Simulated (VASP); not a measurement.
# Ag (R-3m) in VASP: a series of runs

Runs on Ag. Level: r2SCAN. Tasks: single point.

All numbers are computed with VASP 6.6.1; they aren't measurements. Logs are shortened: lines on timing, memory, paths and dates and some standing lists are left out, and cuts for length are marked.

## 1. The cell of the first run

Symmetry: R-3m, No. 166, trigonal system. Conventional cell: a = 2.818 Å, b = 2.818 Å, c = 21.939 Å, α = 90.00°, β = 90.00°, γ = 120.00°. Ag (site symmetry -3m) has 12 Ag at 2.82 to 2.93 Å within 3.7 Å. Within 3.7 Å of Ag (site symmetry 3m) lie 12 Ag at 2.82 to 2.93 Å.

## 2. Single point, r2SCAN (biaxial strain in the a-b plane: -3.0 %, then relaxed in part)

File POSCAR:

```
Ag
1.0
    2.8175650489      0.0000000000      0.0000000000
   -1.4087825245      2.4400829092      0.0000000000
    0.0000000000      0.0000000000     21.9386888823
Ag
9
Direct
    0.0000000000      0.0000000000      0.0000000000
    0.0000000000      0.0000000000      0.7777363806
    0.3333333333      0.6666666667      0.8889302861
    0.6666666667      0.3333333333      0.3333333333
    0.6666666667      0.3333333333      0.1110697139
    0.0000000000      0.0000000000      0.2222636194
    0.3333333333      0.6666666667      0.6666666667
    0.3333333333      0.6666666667      0.4444030473
    0.6666666667      0.3333333333      0.5555969527
```

File INCAR.step1:

```
SYSTEM = Ag
PREC = Accurate
ENCUT = 520
ISMEAR = 0
SIGMA = 0.1
LREAL = .False.
LASPH = .True.
NELM = 60
NBANDS = 60
GGA = PE
ALGO = Normal
EDIFF = 1E-4
LWAVE = .True.
LCHARG = .False.
```

File INCAR.step2:

```
SYSTEM = Ag
PREC = Accurate
ENCUT = 520
EDIFF = 1E-6
ISMEAR = 0
SIGMA = 0.1
LREAL = .False.
LASPH = .True.
NELM = 60
ALGO = Normal
ISIF = 2
LWAVE = .False.
LCHARG = .False.
METAGGA = R2SCAN
LMIXTAU = .True.
NBANDS = 60
ISTART = 1
```

File KPOINTS:

```
regular mesh
0
Gamma
  12 12 2
  0 0 0
```

Potentials or basis: VASP PAW PBE potentials, release 64 (Ag).

Started as:

```bash
$ cat potpaw_PBE.64/Ag/POTCAR > POTCAR
$ cp INCAR.step1 INCAR
$ mpirun -np 1 vasp_std > vasp.out
$ cp INCAR.step2 INCAR
$ mpirun -np 1 vasp_std > vasp.out
```

OUTCAR:

```text
SYSTEM = Ag
   PREC = Accurate
   ENCUT = 520
   EDIFF = 1E-6
   ISMEAR = 0
   LREAL = .False.
   LASPH = .True.
   NELM = 60
   ISIF = 2
   METAGGA = R2SCAN
   ISTART = 1

 ion  position               nearest neighbor table
   1  0.000  0.000  0.000-   3 2.93   5 2.93   5 2.93   3 2.93   5 2.93   3 2.93
   2  0.000  0.000  0.778-   7 2.93   7 2.93   7 2.93   3 2.93   3 2.93   3 2.93
   3  0.333  0.667  0.889-   1 2.93   1 2.93   1 2.93   2 2.93   2 2.93   2 2.93
   4  0.667  0.333  0.333-   6 2.93   6 2.93   6 2.93   8 2.93   8 2.93   8 2.93
   5  0.667  0.333  0.111-   1 2.93   1 2.93   1 2.93   6 2.93   6 2.93   6 2.93
   6  0.000  0.000  0.222-   4 2.93   4 2.93   4 2.93   5 2.93   5 2.93   5 2.93
   7  0.333  0.667  0.667-   2 2.93   2 2.93   2 2.93   9 2.93   9 2.93   9 2.93
   8  0.333  0.667  0.444-   4 2.93   4 2.93   4 2.93   9 2.93   9 2.93   9 2.93
   9  0.667  0.333  0.556-   7 2.93   7 2.93   7 2.93   8 2.93   8 2.93   8 2.93

  LATTYP: Found a hexagonal cell.
 ALAT       =     2.8175650489
 C/A-ratio  =     7.7864001368

  Lattice vectors:

 A1 = (   2.8175650489,   0.0000000000,   0.0000000000)
 A2 = (  -1.4087825245,   2.4400829092,   0.0000000000)
 A3 = (   0.0000000000,   0.0000000000,  21.9386888823)

Analysis of symmetry for initial positions (statically):
=====================================================================
 Subroutine PRICEL returns following result:

  LATTYP: Found a trigonal (rhomboedric) cell.
 ALAT       =     7.4916404389
 COS(alpha) =     0.9292764493

  Lattice vectors:

 A1 = (   1.4087825243,  -0.8133609697,  -7.3128962934)
 A2 = (  -1.4087825242,  -0.8133609699,  -7.3128962956)
 A3 = (  -0.0000000002,   1.6267219395,  -7.3128962934)

   3 primitive cells build up your supercell.

 Routine SETGRP: Setting up the symmetry group for a
 hexagonal supercell.

 Subroutine GETGRP returns: Found 12 space group operations
 (whereof 12 operations were pure point group operations)
 out of a pool of 24 trial point group operations.

The static configuration has the point symmetry D_3d.

Analysis of symmetry for dynamics (positions and initial velocities):
=====================================================================
 Subroutine PRICEL returns following result:

  LATTYP: Found a trigonal (rhomboedric) cell.
 ALAT       =     7.4916404389
 COS(alpha) =     0.9292764493

  Lattice vectors:

 A1 = (   1.4087825243,  -0.8133609697,  -7.3128962934)
 A2 = (  -1.4087825242,  -0.8133609699,  -7.3128962956)
 A3 = (  -0.0000000002,   1.6267219395,  -7.3128962934)

   3 primitive cells build up your supercell.

 Routine SETGRP: Setting up the symmetry group for a
 hexagonal supercell.

 Subroutine GETGRP returns: Found 12 space group operations
 (whereof 12 operations were pure point group operations)
 out of a pool of 24 trial point group operations.

The dynamic configuration has the point symmetry D_3d.

 Subroutine INISYM returns: Found 12 space group operations
 (whereof 12 operations are pure point group operations),
 and found     3 'primitive' translations

----------------------------------------------------------------------------------------

                                     Primitive cell

  volume of cell :      50.2768

  direct lattice vectors                    reciprocal lattice vectors
     1.408782524 -0.813360970 -7.312896293     0.354916385 -0.204911070 -0.045581575
    -1.408782524 -0.813360970 -7.312896296    -0.354916384 -0.204911070 -0.045581575
    -0.000000000  1.626721940 -7.312896293    -0.000000000  0.409822140 -0.045581575

  length of vectors
     7.491640439  7.491640441  7.491640439     0.412349205  0.412349205  0.412349205

  position of ions in fractional coordinates (direct lattice)
     0.000000000  0.000000000  0.000000000
     0.222263619  0.222263619  0.222263619
     0.777736381  0.777736381  0.777736381

  ion indices of the primitive-cell ions
   primitive index   ion index
                 1           1
                 2           2
                 3           6

----------------------------------------------------------------------------------------

 KPOINTS: regular mesh

Automatic generation of k-mesh.
 Grid dimensions read from file:
 generate k-points for:   12   12    2

 Generating k-lattice:

  Cartesian coordinates                     Fractional coordinates (reciprocal lattice)
     0.029576365  0.017075923  0.000000000     0.083333333 -0.000000000  0.000000000
     0.000000000  0.034151845  0.000000000     0.000000000  0.083333333  0.000000000
     0.000000000  0.000000000  0.022790788     0.000000000  0.000000000  0.500000000

  Length of vectors
     0.034151845  0.034151845  0.022790788

  Shift w.r.t. Gamma in fractional coordinates (k-lattice)
     0.000000000  0.000000000  0.000000000

 Subroutine IBZKPT returns following result:
 ===========================================

 Found     38 irreducible k-points:

 Following reciprocal coordinates:
            Coordinates               Weight
  0.000000  0.000000  0.000000      1.000000
  0.083333  0.000000  0.000000      6.000000
  0.166667  0.000000  0.000000      6.000000
  0.250000  0.000000  0.000000      6.000000
  0.333333  0.000000  0.000000      6.000000
  0.416667  0.000000  0.000000      6.000000
[... 16 lines left out ...]
  0.250000  0.000000  0.500000      6.000000
  0.333333  0.000000  0.500000      6.000000
 [... further k-points ...]
   k-points           NKPTS =     38   k-points in BZ     NKDIM =     38   number of bands    NBANDS=     60
   number of dos      NEDOS =    301   number of ions     NIONS =      9
   total plane-waves  NPLWV =  96768
   dimension x,y,z NGX =    24 NGY =   24 NGZ =  168
   dimension x,y,z NGXF=    48 NGYF=   48 NGZF=  336
   ions per type =               9
   NGX,Y,Z   is equivalent  to a cutoff of  14.16, 14.16, 12.73 a.u.
   NGXF,Y,Z  is equivalent  to a cutoff of  28.32, 28.32, 25.46 a.u.
 SYSTEM =  Ag
   PREC   = accura    normal or accurate (medium, high low for compatibility)
   ISTART =      1    job   : 0-new  1-cont  2-samecut
   ICHARG =      0    charge: 1-file 2-atom 10-const
   ISPIN  =      1    spin polarized calculation?
   LNONCOLLINEAR =      F non collinear calculations
   LSORBIT =      F    spin-orbit coupling
   LASPH  =      T    aspherical Exc in radial PAW
   ENCUT  =  520.0 eV  38.22 Ry    6.18 a.u.   5.24  5.24 40.79*2*pi/ulx,y,z
   NELM   =     60;   NELMIN=  2; NELMDL=  0     # of ELM steps
   EDIFF  = 0.1E-05   stopping-criterion for ELM
   LREAL  =      F    real-space projection
[... 7 lines left out ...]
   TEBEG  =    0.0;   TEEND  =   0.0 temperature during run
   PSTRESS=    0.0 pullay stress
   NELECT =      99.0000    total number of electrons
   NUPDOWN=      -1.0000    fix difference up-down
   EMIN   =  10.00;   EMAX   =-10.00  energy-range for DOS
   EFERMI =   0.00;   METHOD = LEGACY
   ISMEAR =     0;   SIGMA  =   0.10  broadening in eV -4-tet -1-fermi 0-gaus
   EFERMI_NEDOS =   21; number of points for ismear=-14 and -15
   IALGO  =     38    algorithm
   IMIX   =      4    mixing-type and parameters
     AMIX     =   0.40;   BMIX     =  1.00
     AMIX_MAG =   1.60;   BMIX_MAG =  1.00
  volume/ion in A,a.u.               =      16.76       113.09
  Fermi-wavevector in a.u.,A,eV,Ry     =   1.422733  2.688576 27.540505  2.024170
  Thomas-Fermi vector in A             =   2.543406
   LORBIT       =      0    0 simple, 1 ext, 2 COOP (PROOUT), +10 PAW based schemes
   METAGGA = R2SCAN    functional components
   LHFCALC =     F    Hartree Fock is set to
   AEXX    =    0.0000 exact exchange contribution
   IVDW    =     0    specifies the selected vdW correction
   LEPSILON=     F    determine dielectric tensor
   LRPA    =     F    only Hartree local field effects (RPA)
 non-spin polarized calculation
 Gauss-broadening in eV      SIGMA  =   0.10
  energy-cutoff  :      520.00
  volume of cell :      150.83
 maximum number of plane-waves:      4096
 NGX is ok and might be reduce to    24
   NGX = 11   NGY = 11   NGZ = 81

 number of electron      99.0000022 magnetization

 Free energy of the ion-electron system (eV)
  ---------------------------------------------------
  ext. energy  EPLUGINS =         0.00000000
  ---------------------------------------------------
  free energy    TOTEN  =      -191.94787449 eV

  energy without entropy =     -191.92927640  energy(sigma->0) =     -191.93857545

 E-fermi :   8.6479     XC(G=0): -13.0821

 val. band max:        8.6331583289   @ k =   0.4167   0.0833   0.0000
 cond. band min:       8.6545242733   @ k =   0.3333   0.0000   0.0000
 fundamental gap:      0.0213659444
 Fermi energy:         8.6479363329

 k-point     1 :       0.0000    0.0000    0.0000
  band No.  band energies     occupation
      1       0.5817      2.00000
      2       0.9306      2.00000
      3       0.9306      2.00000
      4       1.6630      2.00000
      5       1.6630      2.00000
      6       1.7860      2.00000
[... 52 lines left out ...]
     59      20.1470      0.00000
     60      20.1470      0.00000

 k-point     2 :       0.0833    0.0000    0.0000
  band No.  band energies     occupation
      1       0.7941      2.00000
      2       1.1358      2.00000
      3       1.1364      2.00000
      4       1.8534      2.00000
      5       1.8577      2.00000
      6       1.9215      2.00000
[... 52 lines left out ...]
     59      20.3231      0.00000
     60      20.3242      0.00000

 k-point     3 :       0.1667    0.0000    0.0000
  band No.  band energies     occupation
      1       1.3740      2.00000
      2       1.6633      2.00000
      3       1.6750      2.00000
      4       2.2152      2.00000
      5       2.2210      2.00000
      6       2.3093      2.00000
[... 1312 lines left out ...]
     59      19.1711      0.00000
     60      19.3024      0.00000

 k-point    24 :       0.3333    0.0000    0.5000
  band No.  band energies     occupation
      1       2.0464      2.00000
      2       2.0481      2.00000
      3       2.0769      2.00000
      4       2.0799      2.00000
      5       2.1518      2.00000
      6       2.1785      2.00000
[... 52 lines left out ...]
     59      16.4356      0.00000
     60      16.8080      0.00000

 [... further k-points ...]
[... 5 lines left out ...]
  --------------------------------------------------------------------------------------
  -------------------------------------------------------------------------------------
  Total        6.3773771      6.3773771      0.1308484     -0.0000000      0.0000000     -0.0000000
  in kB       67.7428521     67.7428521      1.3899200     -0.0000000      0.0000000     -0.0000000
  external PRESSURE =      45.6252081 kB  Pullay stress =       0.0000000 kB

 VOLUME and BASIS-vectors are now :
 -----------------------------------------------------------------------------
  energy-cutoff  :      520.00
  volume of cell :      150.83
      direct lattice vectors                 reciprocal lattice vectors
     2.817565049  0.000000000  0.000000000     0.354916384  0.204911070  0.000000000
    -1.408782525  2.440082909  0.000000000     0.000000000  0.409822140  0.000000000
     0.000000000  0.000000000 21.938688882     0.000000000  0.000000000  0.045581575

 POSITION                                       TOTAL-FORCE (eV/Angst)
 -----------------------------------------------------------------------------------
      0.00000      0.00000      0.00000        -0.000000      0.000000     -0.000000
      0.00000      0.00000     17.06252        -0.000000     -0.000000      0.000773
     -0.00000      1.62672     19.50196         0.000000      0.000000     -0.000773
      1.40878      0.81336      7.31290        -0.000000      0.000000     -0.000000
      1.40878      0.81336      2.43672        -0.000000     -0.000000      0.000773
      0.00000      0.00000      4.87617         0.000000      0.000000     -0.000773
     -0.00000      1.62672     14.62579        -0.000000      0.000000     -0.000000
     -0.00000      1.62672      9.74962        -0.000000      0.000000      0.000773
      1.40878      0.81336     12.18907         0.000000     -0.000000     -0.000773
 -----------------------------------------------------------------------------------
    total drift:                               -0.000000      0.000000      0.000000

  FREE ENERGIE OF THE ION-ELECTRON SYSTEM (eV)
  ---------------------------------------------------
  free  energy   TOTEN  =      -191.9478744901 eV

  energy  without entropy=     -191.9292764033  energy(sigma->0) =     -191.93857545
```

It took 20 min on 1 thread of Intel Xeon Platinum 8488C (Sapphire Rapids), shared host; peak memory 0.47 GiB.

Results:

```
Free energy            : -191.9479 eV
Pressure               : 4.6 GPa
Band gap on the k mesh : zero (an odd number of electrons rules out a gap without spin polarisation)
```

Caveat: the cell differs from its parent crystal (biaxial strain in the a-b plane: -3.0 %, then relaxed in part); the stress differs along the axes, from 0 to 7 GPa; the PAW data sets were made with another functional, which shifts forces and pressure a little.

[end of part 1 of 2]

The gap in the log of VASP goes by the Fermi energy; the results here count the filled bands.